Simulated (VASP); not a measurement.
A run of VASP 6.6.1:

The input INCAR:

```
SYSTEM = Ti
ALGO     = Normal         ! electronic algorithm
EDIFF    = 1E-6           ! SCF threshold, eV
ENCUT    = 400            ! plane-wave cutoff, eV
GGA      = PS             ! functional
GGA_COMPAT= .False.      
ISIF     = 2              ! what is computed and relaxed
ISMEAR   = -1             ! smearing method
LASPH    = .True.         ! aspherical terms in the spheres
LCHARG   = .False.        ! write CHGCAR
LREAL    = .False.        ! projectors in reciprocal space
LWAVE    = .False.        ! write WAVECAR
NBANDS   = 77             ! bands
NELM     = 120            ! most SCF steps
PREC     = Accurate       ! precision mode
SIGMA    = 0.15           ! smearing width, eV
```

KPOINTS

```
k-points
0
Gamma
  2 3 3
  0 0 0
```

File POSCAR:

```
Ti
1.0
   -4.9230000000      4.9230000000      4.9230000000
    3.2820000000     -3.2820000000      3.2820000000
    3.2820000000      3.2820000000     -3.2820000000
Ti
11
Direct
    0.0000000000      0.0000000000      0.5000000000
    0.0000000000      0.5000000000      0.0000000000
    0.0000000000      0.5000000000      0.5000000000
    0.3333333333      0.0000000000      0.0000000000
    0.3333333333      0.0000000000      0.5000000000
    0.3333333333      0.5000000000      0.0000000000
    0.3333333333      0.5000000000      0.5000000000
    0.6666666667      0.0000000000      0.0000000000
    0.6666666667      0.0000000000      0.5000000000
    0.6666666667      0.5000000000      0.0000000000
    0.6666666667      0.5000000000      0.5000000000
```

Potentials or basis: VASP PAW PBE potentials, release 64 (Ti_sv).

Command:

```bash
$ cat potpaw_PBE.64/Ti_sv/POTCAR > POTCAR
$ mpirun -np 1 vasp_std > vasp.out
```

Hardware: 1 thread of Intel Xeon 8259CL, on a shared host.

Task: Estimate the wall time of this run.

Result: Run time: 2.8 min on 1 thread of Intel Xeon 8259CL, with other jobs on the host, peak memory 0.3 GiB. Counts: scf iterations 20, k points 8.
